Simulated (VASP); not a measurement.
BaS, 2 atoms in the cell. It takes space group Fm-3m (No. 225, cubic). Conventional cell: a = 6.352 Å, b = 6.352 Å, c = 6.352 Å, α = 90.00°, β = 90.00°, γ = 90.00°. Within 4.2 Å of Ba (site symmetry m-3m) lie 6 S at 3.18 Å. S (site symmetry m-3m) has 6 Ba at 3.18 Å within 4.2 Å. 

| Quantity | Value |
| --- | --- |
| Program | VASP 6.6.1 |
| Task | single point |
| Functional | LDA |
| Potentials or basis | VASP PAW LDA potentials, release 64 (Ba_sv, S) |
| Cutoff | 520 eV |
| k mesh | 6 × 6 × 6 |
| Occupations | gaussian, width 0.05 eV |
| Spin | no spin polarisation |
| Dipole correction | no |
| Further INCAR settings | ALGO = Normal; EDIFF = 1e-07; NBANDS = 15 |

Potentials or basis: VASP PAW LDA potentials, release 64 (Ba_sv, S).

Launch:

```bash
$ cat potpaw_LDA.64/Ba_sv/POTCAR potpaw_LDA.64/S/POTCAR > POTCAR
$ mpirun -np 1 vasp_std > vasp.out
```

Hardware: 1 thread of Intel(R) Xeon(R) 6975P-C (Granite Rapids), on a shared host.

How long does it take, and how much memory?

It took 7.5 s on 1 thread of Intel(R) Xeon(R) 6975P-C (Granite Rapids), on a shared host, peak memory 0.17 GiB. Counts: scf iterations 13, k points 16.
